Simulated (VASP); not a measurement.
Wanted: the native input for a VASP 6.6.1 run.

```yaml
Task: single point
Functional: RPBE
Dispersion: D4
Potentials_or_basis: VASP PAW PBE potentials, release 64 (Na_pv, H)
Cutoff: 520 eV
k_mesh: 9 × 9 × 9
Occupations: fermi-dirac, width 0.02 eV
Spin: no spin polarisation
Dipole_correction: no
Further_INCAR_settings: ALGO = Normal; EDIFF = 1e-06; NBANDS = 11
```

The structure of NaH lies in POSCAR:

```
NaH
1.0
    0.0000000000      2.4721089453      2.4721089453
    2.4721089453      0.0000000000      2.4721089453
    2.4721089453      2.4721089453      0.0000000000
Na H
1 1
Direct
    0.0000000000      0.0000000000      0.0000000000
    0.5000000000      0.5000000000      0.5000000000
```

One way to write it, as run:

INCAR

```
ALGO = Normal
EDIFF = 1E-6
ENCUT = 520
GGA = RP
ISIF = 2
ISMEAR = -1
IVDW = 13
LASPH = T
LCHARG = T
LELF = T
LREAL = F
LVHAR = T
LWAVE = F
NBANDS = 11
NELM = 60
PREC = Accurate
SIGMA = 0.02
```

KPOINTS

```
k-points
0
Gamma
  9 9 9
```

Potentials or basis: VASP PAW PBE potentials, release 64 (Na_pv, H).

Run with:

```bash
$ cat potpaw_PBE.64/Na_pv/POTCAR potpaw_PBE.64/H/POTCAR > POTCAR
$ mpirun -np 1 vasp_std > vasp.out
```

Results of the run:

The pressure is -1.0 GPa. The band gap on the k mesh is 4.14 eV (least direct gap 4.79 eV) and the dispersion energy per atom is -0.115 eV.

Caveat: the PAW data sets were made with another functional, which shifts forces and pressure a little; an odd mesh through Γ misses points on the zone boundary, where band edges can lie.

Wall time 8.2 s on 1 thread of Intel(R) Xeon(R) Platinum 8559C (Emerald Rapids) (shared host), peak memory 0.15 GiB.
